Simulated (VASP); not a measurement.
# MoSe (Fm-3m) in VASP: notebook

Aim: see how the results for MoSe move with the level of theory and the settings. Levels: r2SCAN, PBE+U. Tasks: single point.

All numbers are computed with VASP 6.6.1; they aren't measurements. Logs are shortened: lines on timing, memory, paths and dates and some standing lists are left out, and cuts for length are marked.

**1. The cell of the first run**

It takes space group Fm-3m (No. 225, cubic). Conventional cell: a = 5.220 Å, b = 5.220 Å, c = 5.220 Å, α = 90.00°, β = 90.00°, γ = 90.00°. Mo (site symmetry m-3m) has 6 Se at 2.61 Å within 3.4 Å. Within 3.4 Å of Se (site symmetry m-3m) lie 6 Mo at 2.61 Å.

**2. Single point, r2SCAN**

Contents of POSCAR:

```
MoSe
1.0
    0.0000000000      2.6101627283      2.6101627283
    2.6101627283      0.0000000000      2.6101627283
    2.6101627283      2.6101627283      0.0000000000
Mo Se
1 1
Direct
    0.0000000000      0.0000000000      0.0000000000
    0.5000000000      0.5000000000      0.5000000000
```

Contents of INCAR.step1:

```
  PREC = Accurate
  ENCUT = 520
  ISMEAR = 0
  SIGMA = 0.1
  LREAL = False
  LASPH = True
  NELM = 60
  NBANDS = 17
  GGA = PE
  ALGO = Normal
  EDIFF = 1E-4
  LWAVE = True
  LCHARG = False
```

Contents of INCAR.step2:

```
  PREC = Accurate
  ENCUT = 520
  EDIFF = 1E-6
  ISMEAR = 0
  SIGMA = 0.1
  LREAL = False
  LASPH = True
  NELM = 60
  ALGO = Normal
  ISIF = 2
  LWAVE = False
  LCHARG = False
  METAGGA = R2SCAN
  LMIXTAU = True
  NBANDS = 17
  ISTART = 1
```

Contents of KPOINTS:

```
regular mesh
0
Gamma
  14 14 14
```

Potentials or basis: VASP PAW PBE potentials, release 64 (Mo_sv, Se).

Command:

```bash
> cat potpaw_PBE.64/Mo_sv/POTCAR potpaw_PBE.64/Se/POTCAR > POTCAR
> cp INCAR.step1 INCAR
> mpirun -np 1 vasp_std > vasp.out
> cp INCAR.step2 INCAR
> mpirun -np 1 vasp_std > vasp.out
```

OUTCAR:

```text
PREC = Accurate
   ENCUT = 520
   EDIFF = 1E-6
   ISMEAR = 0
   LREAL = False
   LASPH = True
   NELM = 60
   ISIF = 2
   METAGGA = R2SCAN
   ISTART = 1

 ion  position               nearest neighbor table
   1  0.000  0.000  0.000-   2 2.61   2 2.61   2 2.61   2 2.61   2 2.61   2 2.61
   2  0.500  0.500  0.500-   1 2.61   1 2.61   1 2.61   1 2.61   1 2.61   1 2.61

  LATTYP: Found a face centered cubic cell.
 ALAT       =     5.2203254566

  Lattice vectors:

 A1 = (   0.0000000000,   2.6101627283,   2.6101627283)
 A2 = (   2.6101627283,   0.0000000000,   2.6101627283)
 A3 = (   2.6101627283,   2.6101627283,   0.0000000000)

Analysis of symmetry for initial positions (statically):
=====================================================================
 Subroutine PRICEL returns:
 Original cell was already a primitive cell.

 Routine SETGRP: Setting up the symmetry group for a
 face centered cubic supercell.

 Subroutine GETGRP returns: Found 48 space group operations
 (whereof 48 operations were pure point group operations)
 out of a pool of 48 trial point group operations.

The static configuration has the point symmetry O_h .

Analysis of symmetry for dynamics (positions and initial velocities):
=====================================================================
 Subroutine PRICEL returns:
 Original cell was already a primitive cell.

 Routine SETGRP: Setting up the symmetry group for a
 face centered cubic supercell.

 Subroutine GETGRP returns: Found 48 space group operations
 (whereof 48 operations were pure point group operations)
 out of a pool of 48 trial point group operations.

The dynamic configuration has the point symmetry O_h .

 Subroutine INISYM returns: Found 48 space group operations
 (whereof 48 operations are pure point group operations),
 and found     1 'primitive' translations

----------------------------------------------------------------------------------------

                                     Primitive cell

  volume of cell :      35.5658

  direct lattice vectors                    reciprocal lattice vectors
     0.000000000  2.610162728  2.610162728    -0.191558938  0.191558938  0.191558938
     2.610162728  0.000000000  2.610162728     0.191558938 -0.191558938  0.191558938
     2.610162728  2.610162728  0.000000000     0.191558938  0.191558938 -0.191558938

  length of vectors
     3.691327530  3.691327530  3.691327530     0.331789813  0.331789813  0.331789813

  position of ions in fractional coordinates (direct lattice)
     0.000000000  0.000000000  0.000000000
     0.500000000  0.500000000  0.500000000

  ion indices of the primitive-cell ions
   primitive index   ion index
                 1           1
                 2           2

----------------------------------------------------------------------------------------

 KPOINTS: regular mesh

Automatic generation of k-mesh.
 Grid dimensions read from file:
 generate k-points for:   14   14   14

 Generating k-lattice:

  Cartesian coordinates                     Fractional coordinates (reciprocal lattice)
    -0.013682781  0.013682781  0.013682781     0.071428571  0.000000000  0.000000000
     0.013682781 -0.013682781  0.013682781     0.000000000  0.071428571  0.000000000
     0.013682781  0.013682781 -0.013682781     0.000000000  0.000000000  0.071428571

  Length of vectors
     0.023699272  0.023699272  0.023699272

  Shift w.r.t. Gamma in fractional coordinates (k-lattice)
     0.000000000  0.000000000  0.000000000

 Subroutine IBZKPT returns following result:
 ===========================================

 Found    104 irreducible k-points:

 Following reciprocal coordinates:
            Coordinates               Weight
  0.000000  0.000000  0.000000      1.000000
  0.071429  0.000000  0.000000      8.000000
  0.142857  0.000000  0.000000      8.000000
  0.214286  0.000000  0.000000      8.000000
  0.285714  0.000000  0.000000      8.000000
  0.357143  0.000000  0.000000      8.000000
[... 16 lines left out ...]
  0.214286  0.142857  0.000000     24.000000
  0.285714  0.142857  0.000000     24.000000
 [... further k-points ...]
   k-points           NKPTS =    104   k-points in BZ     NKDIM =    104   number of bands    NBANDS=     17
   number of dos      NEDOS =    301   number of ions     NIONS =      2
   total plane-waves  NPLWV =  21952
   dimension x,y,z NGX =    28 NGY =   28 NGZ =   28
   dimension x,y,z NGXF=    56 NGYF=   56 NGZF=   56
   ions per type =               1   1
   NGX,Y,Z   is equivalent  to a cutoff of  12.61, 12.61, 12.61 a.u.
   NGXF,Y,Z  is equivalent  to a cutoff of  25.22, 25.22, 25.22 a.u.
 SYSTEM =  unknown system
   PREC   = accura    normal or accurate (medium, high low for compatibility)
   ISTART =      1    job   : 0-new  1-cont  2-samecut
   ICHARG =      0    charge: 1-file 2-atom 10-const
   ISPIN  =      1    spin polarized calculation?
   LNONCOLLINEAR =      F non collinear calculations
   LSORBIT =      F    spin-orbit coupling
   LASPH  =      T    aspherical Exc in radial PAW
   ENCUT  =  520.0 eV  38.22 Ry    6.18 a.u.   6.86  6.86  6.86*2*pi/ulx,y,z
   NELM   =     60;   NELMIN=  2; NELMDL=  0     # of ELM steps
   EDIFF  = 0.1E-05   stopping-criterion for ELM
   LREAL  =      F    real-space projection
   EDIFFG = 0.1E-04   stopping-criterion for IOM
   NSW    =      0    number of steps for IOM
   IBRION =     -1    ionic relax: 0-MD 1-quasi-New 2-CG
   NFREE  =      0    steps in history (QN), initial steepest desc. (CG)
   ISIF   =      2    stress and relaxation
   ISYM   =      2    0-nonsym 1-usesym 2-fastsym
   POTIM  = 0.5000    time-step for ionic-motion
   TEBEG  =    0.0;   TEEND  =   0.0 temperature during run
   PSTRESS=    0.0 pullay stress
   NELECT =      20.0000    total number of electrons
   NUPDOWN=      -1.0000    fix difference up-down
   EMIN   =  10.00;   EMAX   =-10.00  energy-range for DOS
   EFERMI =   0.00;   METHOD = LEGACY
   ISMEAR =     0;   SIGMA  =   0.10  broadening in eV -4-tet -1-fermi 0-gaus
   EFERMI_NEDOS =   21; number of points for ismear=-14 and -15
   IALGO  =     38    algorithm
   IMIX   =      4    mixing-type and parameters
     AMIX     =   0.40;   BMIX     =  1.00
     AMIX_MAG =   1.60;   BMIX_MAG =  1.00
  volume/ion in A,a.u.               =      17.78       120.00
  Fermi-wavevector in a.u.,A,eV,Ry     =   1.351265  2.553521 24.843116  1.825918
  Thomas-Fermi vector in A             =   2.478701
   LORBIT       =      0    0 simple, 1 ext, 2 COOP (PROOUT), +10 PAW based schemes
   METAGGA = R2SCAN    functional components
   LHFCALC =     F    Hartree Fock is set to
   AEXX    =    0.0000 exact exchange contribution
   IVDW    =     0    specifies the selected vdW correction
   LEPSILON=     F    determine dielectric tensor
   LRPA    =     F    only Hartree local field effects (RPA)
 non-spin polarized calculation
 Gauss-broadening in eV      SIGMA  =   0.10
  energy-cutoff  :      520.00
  volume of cell :       35.57
 maximum number of plane-waves:       982
   NGX = 13   NGY = 13   NGZ = 13

 number of electron      20.0000001 magnetization

 Free energy of the ion-electron system (eV)
  ---------------------------------------------------
  ext. energy  EPLUGINS =         0.00000000
  ---------------------------------------------------
  free energy    TOTEN  =       -39.27754763 eV

  energy without entropy =      -39.26207040  energy(sigma->0) =      -39.26980901

 E-fermi :   9.6314     XC(G=0): -12.4720

 val. band max:        9.6308283739   @ k =   0.5000   0.1429   0.0000
 cond. band min:       9.6625218975   @ k =  -0.4286   0.2857   0.0714
 fundamental gap:      0.0316935236
 Fermi energy:         9.6314161466

 k-point     1 :       0.0000    0.0000    0.0000
  band No.  band energies     occupation
      1     -53.5818      2.00000
      2     -26.9795      2.00000
      3     -26.9795      2.00000
      4     -26.9795      2.00000
      5      -7.0694      2.00000
      6       7.0762      2.00000
[... 9 lines left out ...]
     16      22.0529      0.00000
     17      22.0529      0.00000

 k-point     2 :       0.0714    0.0000    0.0000
  band No.  band energies     occupation
      1     -53.5814      2.00000
      2     -26.9860      2.00000
      3     -26.9801      2.00000
      4     -26.9801      2.00000
      5      -7.0047      2.00000
      6       6.3585      2.00000
[... 9 lines left out ...]
     16      21.6875      0.00000
     17      21.8325      0.00000

 k-point     3 :       0.1429    0.0000    0.0000
  band No.  band energies     occupation
      1     -53.5802      2.00000
      2     -27.0040      2.00000
      3     -26.9815      2.00000
      4     -26.9815      2.00000
      5      -6.8172      2.00000
      6       5.2518      2.00000
[... 9 lines left out ...]
     16      21.1172      0.00000
     17      21.1194      0.00000

 k-point     4 :       0.2143    0.0000    0.0000
  band No.  band energies     occupation
      1     -53.5785      2.00000
      2     -27.0299      2.00000
      3     -26.9836      2.00000
      4     -26.9836      2.00000
      5      -6.5270      2.00000
      6       4.1030      2.00000
[... 9 lines left out ...]
     16      20.0072      0.00000
     17      20.0072      0.00000
[... 343 lines left out ...]
      1     -53.5796      2.00000
      2     -27.0009      2.00000
      3     -26.9877      2.00000
      4     -26.9876      2.00000
      5      -6.7532      2.00000
      6       4.4654      2.00000
[... 9 lines left out ...]
     16      20.5699      0.00000
     17      20.5699      0.00000

 k-point    23 :       0.2143    0.1429    0.0000
  band No.  band energies     occupation
      1     -53.5783      2.00000
      2     -27.0175      2.00000
      3     -26.9914      2.00000
      4     -26.9896      2.00000
      5      -6.5625      2.00000
      6       3.8337      2.00000
[... 9 lines left out ...]
     16      19.3243      0.00000
     17      20.0703      0.00000

 k-point    24 :       0.2857    0.1429    0.0000
  band No.  band energies     occupation
      1     -53.5766      2.00000
      2     -27.0410      2.00000
      3     -26.9947      2.00000
      4     -26.9917      2.00000
      5      -6.2940      2.00000
      6       3.2216      2.00000
[... 9 lines left out ...]
     16      18.7982      0.00000
     17      19.4519      0.00000

 [... further k-points ...]

------------------------ aborting loop because EDIFF is reached ----------------------------------------

  FORCE on cell =-STRESS in cart. coord.  units (eV):
  Direction    XX          YY          ZZ          XY          YZ          ZX
  --------------------------------------------------------------------------------------
  -------------------------------------------------------------------------------------
  Total       -0.2410634     -0.2410634     -0.2410634     -0.0000000      0.0000000      0.0000000
  in kB      -10.8594831    -10.8594831    -10.8594831     -0.0000000      0.0000000      0.0000000
  external PRESSURE =     -10.8594831 kB  Pullay stress =       0.0000000 kB

 VOLUME and BASIS-vectors are now :
 -----------------------------------------------------------------------------
  energy-cutoff  :      520.00
  volume of cell :       35.57
      direct lattice vectors                 reciprocal lattice vectors
     0.000000000  2.610162728  2.610162728    -0.191558938  0.191558938  0.191558938
     2.610162728  0.000000000  2.610162728     0.191558938 -0.191558938  0.191558938
     2.610162728  2.610162728  0.000000000     0.191558938  0.191558938 -0.191558938

 POSITION                                       TOTAL-FORCE (eV/Angst)
 -----------------------------------------------------------------------------------
      0.00000      0.00000      0.00000        -0.000000      0.000000     -0.000000
      2.61016      2.61016      2.61016         0.000000     -0.000000      0.000000
 -----------------------------------------------------------------------------------
    total drift:                               -0.000000      0.000000      0.000000

  FREE ENERGIE OF THE ION-ELECTRON SYSTEM (eV)
  ---------------------------------------------------
  free  energy   TOTEN  =       -39.2775476285 eV

  energy  without entropy=      -39.2620704002  energy(sigma->0) =      -39.26980901
```

Wall time 2 min (1 thread of AMD EPYC 9R45 (Zen 5), shared host); peak memory 0.18 GiB.

Results:

```
Free energy            : -39.2775 eV
Pressure               : -1.1 GPa
Band gap on the k mesh : zero (bands 10 and 11 overlap by 2.30 eV)
```

Caveat: the PAW data sets were made with another functional, which shifts forces and pressure a little.

**3. Single point, PBE+U**

Contents of INCAR:

```
SYSTEM = MoSe
PREC     = Accurate       ! precision mode
ENCUT    = 520            ! plane-wave cutoff, eV
EDIFF    = 1E-6           ! SCF threshold, eV
ISMEAR   = 0              ! smearing method
SIGMA    = 0.05           ! smearing width, eV
LREAL    = .False.        ! projectors in reciprocal space
LASPH    = .True.         ! aspherical terms in the spheres
NELM     = 150            ! most SCF steps
ALGO     = Normal         ! electronic algorithm
ISIF     = 2              ! what is computed and relaxed
LWAVE    = .False.        ! write WAVECAR
LCHARG   = .False.        ! write CHGCAR
LMAXMIX  = 4              ! l up to which the mixer works
LDAU     = .True.         ! DFT+U
LDAUTYPE = 2            
LDAUL    = 2 -1           ! shell
LDAUU    = 4 0            ! U, eV
LDAUJ    = 0 0          
LDAUPRINT= 1            
GGA      = PE             ! functional
NBANDS   = 17             ! bands
```

Contents of KPOINTS:

```
regular mesh
0
Gamma
  14 14 14
  0 0 0
```

POSCAR is that of step 2.

Potentials or basis: VASP PAW PBE potentials, release 64 (Mo_sv, Se).

Command:

```bash
> cat potpaw_PBE.64/Mo_sv/POTCAR potpaw_PBE.64/Se/POTCAR > POTCAR
> mpirun -np 1 vasp_std > vasp.out
```

Wall time 28 s (1 thread of AMD EPYC 9R45 (Zen 5), shared host); peak memory 0.17 GiB.

The run converged. Its results:

```yaml
Free_energy: -8.5345 eV
Pressure: 4.2 GPa
Band_gap_on_the_k_mesh: zero (bands 10 and 11 overlap by 2.34 eV)
```

Levels at points of the mesh, in eV from the Fermi level:
```tsv
k point	band 8	band 9	band 10	band 11	band 12	band 13
(0.00, 0.00, 0.00)	-2.29	-2.07	-2.07	-2.07	-1.09	-1.09
(0.50, 0.00, 0.00)	-5.38	-0.15	-0.15	0.44	2.50	5.05
(0.50, 0.50, 0.00)	-3.84	-3.65	-0.20	0.38	0.38	1.76
```

Eigenvalues of the final occupation matrices:
| site | spin | trace | eigenvalues |
| --- | --- | --- | --- |
| site 1 d | 1 | 2.02 | 0.29 0.29 0.48 0.48 0.48 |
| site 1 d | 2 | 2.02 | 0.29 0.29 0.48 0.48 0.48 |

Caveat: the cell stands under pressure; U without spin polarisation on a metal has little footing.
